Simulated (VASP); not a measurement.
Input of a VASP 6.6.1 run:

The input POSCAR:

```
TiSi2
1.0
   -1.4728720000      1.7121300000      4.2120830000
    1.4728720000     -1.7121300000      4.2120830000
    1.4728720000      1.7121300000     -4.2120830000
Ti Si
1 2
Direct
    0.0000000000      0.0000000000      0.0000000000
    0.6700780000      0.6700780000      0.0000000000
    0.3299220000      0.3299220000      0.0000000000
```

Contents of INCAR.step1:

```
SYSTEM = TiSi2
ALGO = Normal
EDIFF = 1E-4
ENCUT = 520
GGA = PE
ISMEAR = -1
LASPH = .True.
LCHARG = .False.
LREAL = .False.
LWAVE = .True.
NBANDS = 17
NELM = 100
PREC = Accurate
SIGMA = 0.05
```

INCAR.step2

```
SYSTEM = TiSi2
ALGO = Normal
EDIFF = 1E-7
ENCUT = 520
ISIF = 2
ISMEAR = -1
ISTART = 1
LASPH = .True.
LCHARG = .False.
LMIXTAU = .True.
LREAL = .False.
LWAVE = .False.
METAGGA = R2SCAN
NBANDS = 17
NELM = 100
PREC = Accurate
SIGMA = 0.05
```

KPOINTS

```
k-points
0
Gamma
  12 12 12
  0 0 0
```

Potentials or basis: VASP PAW PBE potentials, release 64 (Ti_sv, Si).

Run with:

```sh
$ cat potpaw_PBE.64/Ti_sv/POTCAR potpaw_PBE.64/Si/POTCAR > POTCAR
$ cp INCAR.step1 INCAR
$ mpirun -np 1 vasp_std > vasp.out
$ cp INCAR.step2 INCAR
$ mpirun -np 1 vasp_std > vasp.out
```

Q: Estimate the band gap on the k mesh.

A: Zero (bands 10 and 11 overlap by 2.56 eV).

Q: Predict the pressure.

A: -2.1 GPa.

Forces on the atoms (eV/Å):
```
Ti   0.000  0.000  0.000
Si   0.000  0.000  0.056
Si   0.000  0.000 -0.056
```

Caveat: the PAW data sets were made with another functional, which shifts forces and pressure a little.
